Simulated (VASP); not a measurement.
Input of a VASP 6.6.1 run:

INCAR

```
PREC = Accurate
ENCUT = 520
EDIFF = 1E-6
ISMEAR = 0
SIGMA = 0.1
LREAL = False
LASPH = True
NELM = 60
ALGO = Normal
ISIF = 2
LWAVE = False
LCHARG = True
LDIPOL = True
IDIPOL = 3
DIPOL = 0.5 0.5 0.313
GGA = PE
IVDW = 12
LELF = True
LVHAR = True
LVACPOTAV = True
NBANDS = 34
```

The input KPOINTS:

```
regular mesh
0
Gamma
  6 6 1
```

File POSCAR:

```
Hf5H
1.0
    4.9564149667      0.0000000000      0.0000000000
   -2.4782074834      4.2923812729      0.0000000000
    0.0000000000      0.0000000000     21.1328376004
Hf H
5 1
Direct
    0.6666666667      0.3333333333      0.1892788879
    0.3333333333      0.6666666667      0.2371533849
    0.0000000000      0.0000000000      0.2763383880
    0.6666666667      0.3333333333      0.3164267596
    0.3333333333      0.6666666667      0.3706476976
    0.3333333333      1.1111111111      0.4889470026
```

Potentials or basis: VASP PAW PBE potentials, release 64 (Hf_pv, H).

Run with:

```console
$ cat potpaw_PBE.64/Hf_pv/POTCAR potpaw_PBE.64/H/POTCAR > POTCAR
$ mpirun -np 1 vasp_std > vasp.out
```

Problem. What does it give for the largest force?

Solution. 1.187 eV/Å.

Problem. What does it give for the band gap on the k mesh?

Solution. Zero (an odd number of electrons rules out a gap without spin polarisation).

Problem. What does it give for the dispersion energy per atom?

Solution. -0.204 eV.

Forces in eV/Å, atoms in the order of the input:
```
Hf  -0.024  0.001 -1.151
Hf  -0.004  0.023  1.074
Hf  -0.036 -0.049 -0.041
Hf   0.031 -0.075  0.229
Hf  -0.235  0.145  1.044
H    0.268 -0.045 -1.156
```

Caveat: spin-orbit coupling is left out, which moves the levels of the heavy elements.
